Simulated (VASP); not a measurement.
Wanted: the native input for a VASP 6.6.1 run.

- Task: single point
- Functional: r2SCAN
- Potentials or basis: VASP PAW PBE potentials, release 64 (Ti_sv, O)
- Cutoff: 520 eV
- k mesh: 12 × 12 × 12
- Occupations: gaussian, width 0.1 eV
- Spin: no spin polarisation
- Dipole correction: no
- Further INCAR settings: ALGO = Normal; EDIFF = 1e-07; NBANDS = 36

TiO:

```xyz
6
Lattice="5.0783 0.0000 0.0000 -2.5392 4.3980 0.0000 0.0000 0.0000 2.9210" Properties=species:S:1:pos:R:3 pbc="T T T"
Ti    2.5392    1.4660    1.4605
Ti    0.0000    2.9320    1.4605
Ti    0.0000    0.0000    0.0000
O     1.5450    2.6760    0.0000
O     1.9883    0.0000    0.0000
O    -0.9942    1.7219    0.0000
```

These files were run (other wordings do the same):

POSCAR

```
TiO
1.0
    5.0783197700      0.0000000000      0.0000000000
   -2.5391598850      4.3979539293      0.0000000000
    0.0000000000      0.0000000000      2.9210114397
Ti O
3 3
Direct
    0.6666666667      0.3333333333      0.5000000000
    0.3333333333      0.6666666667      0.5000000000
    0.0000000000      0.0000000000      0.0000000000
    0.6084704441      0.6084704441      0.0000000000
    0.3915295559      0.0000000000      0.0000000000
    0.0000000000      0.3915295559      0.0000000000
```

INCAR.step1

```
ALGO = Normal ; EDIFF = 1E-4
ENCUT = 520 ; GGA = PE
ISMEAR = 0 ; LASPH = True
LCHARG = False ; LREAL = False
LWAVE = True ; NBANDS = 36
NELM = 80 ; PREC = Accurate
SIGMA = 0.1
```

INCAR.step2

```
ALGO = Normal ; EDIFF = 1E-7
ENCUT = 520 ; ISIF = 2
ISMEAR = 0 ; ISTART = 1
LASPH = True ; LCHARG = False
LMIXTAU = True ; LREAL = False
LWAVE = False ; METAGGA = R2SCAN
NBANDS = 36 ; NELM = 80
PREC = Accurate ; SIGMA = 0.1
```

KPOINTS

```
k-points
0
Gamma
  12 12 12
```

Potentials or basis: VASP PAW PBE potentials, release 64 (Ti_sv, O).

Run with:

```bash
$ cat potpaw_PBE.64/Ti_sv/POTCAR potpaw_PBE.64/O/POTCAR > POTCAR
$ cp INCAR.step1 INCAR
$ mpirun -np 1 vasp_std > vasp.out
$ cp INCAR.step2 INCAR
$ mpirun -np 1 vasp_std > vasp.out
```

It gave:

The pressure is -10.7 GPa. The largest force is 0.027 eV/Å and the band gap on the k mesh is zero (bands 27 and 28 overlap by 1.24 eV).

Caveat: the cell stands under tension; the PAW data sets were made with another functional, which shifts forces and pressure a little; semilocal functionals often make such compounds metallic where correlation or magnetic order opens a gap, which also shifts bond lengths.

Run time: 25 min on 1 thread of AMD EPYC 9R14 (Zen 4) (shared host), peak memory 0.33 GiB.
